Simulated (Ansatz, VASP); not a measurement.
## One calculation of ZrTi2B3, two programs

The input INCAR:

```
SYSTEM = ZrTi2B3
PREC = Accurate ; ENCUT = 520
EDIFF = 1E-6 ; ISMEAR = 0
SIGMA = 0.2 ; LREAL = .FALSE.
LASPH = .TRUE. ; NELM = 100
ALGO = Normal ; ISIF = 2
LWAVE = .FALSE. ; LCHARG = .FALSE.
GGA = PE ; NBANDS = 57
```

File KPOINTS:

```
regular mesh
0
G
  6 6 4
  0 0 0
```

POSCAR

```
ZrTi2B3
1.0
    4.7868725881      0.0000000000      0.0000000000
   -2.3934362940      4.1455532660      0.0000000000
    0.0000000000      0.0000000000      7.7713818702
Zr Ti B
2 4 6
Direct
    1.0000000000      1.0000000000      0.5000000000
    0.0000000000      0.0000000000      0.0000000000
    0.6666666667      0.3333333333      0.2500000000
    0.6666666667      0.3333333333      0.7500000000
    0.3333333333      0.6666666667      0.0000000000
    0.3333333333      0.6666666667      0.5000000000
    0.2056860605      0.7943139395      0.2500000000
    0.2056860605      0.7943139395      0.7500000000
    0.2056860605      0.4113721209      0.2500000000
    0.2056860605      0.4113721209      0.7500000000
    0.5886278791      0.7943139395      0.2500000000
    0.5886278791      0.7943139395      0.7500000000
```

Input for Ansatz:

```yaml
crystal:
  lattice:
    - [4.7868725881, 0.0, 0.0]
    - [-2.393436294, 4.145553266, 0.0]
    - [0.0, 0.0, 7.7713818702]
  atoms:
    - { symbol: Zr, position: [1.0, 1.0, 0.5] }
    - { symbol: Zr, position: [0.0, 0.0, 0.0] }
    - { symbol: Ti, position: [0.6666666667, 0.3333333333, 0.25] }
    - { symbol: Ti, position: [0.6666666667, 0.3333333333, 0.75] }
    - { symbol: Ti, position: [0.3333333333, 0.6666666667, 0.0] }
    - { symbol: Ti, position: [0.3333333333, 0.6666666667, 0.5] }
    - { symbol: B, position: [0.2056860605, 0.7943139395, 0.25] }
    - { symbol: B, position: [0.2056860605, 0.7943139395, 0.75] }
    - { symbol: B, position: [0.2056860605, 0.4113721209, 0.25] }
    - { symbol: B, position: [0.2056860605, 0.4113721209, 0.75] }
    - { symbol: B, position: [0.5886278791, 0.7943139395, 0.25] }
    - { symbol: B, position: [0.5886278791, 0.7943139395, 0.75] }
basis:
  ecutwfc: 420
kpoints:
  mp_grid: { grid: [6, 6, 4] }
hamiltonian:
  xc: pbe
scf:
  occupations: { method: gaussian, width: 0.2 }
  lower_state_search: "off"
output:
  forces: true
  stress: true
  eigenvalues: true
```

Alike in both runs: task single point; functional PBE; k mesh 6 × 6 × 4; occupations gaussian, width 0.2 eV; no spin polarisation.

```csv
,VASP,Ansatz
version,VASP 6.6.1,Ansatz 0.2.0
potentials or method,"VASP PAW PBE potentials, release 64 (Zr_sv, Ti_sv, B), cutoff 520 eV","scalar-relativistic, plane waves, PAW"
valence electrons in the cell,90,90
```

|  | VASP | Ansatz | Ansatz less VASP |
| --- | --- | --- | --- |
| gap on the k mesh at the Fermi level (eV) | none | none | - |
| pressure (GPa) | 0.0 | 0.0 | -0.04 |
| traceless stress, the component that is largest in VASP (GPa) | 0.02 | 0.09 | +0.071 |
| rms of the force components (eV/Å) | 0.009 | 0.011 | +0.0020 |

Atom by atom the forces differ by 0.002 eV/Å (rms over components). A gap of «none» marks a metal or a gap that the smearing closes.
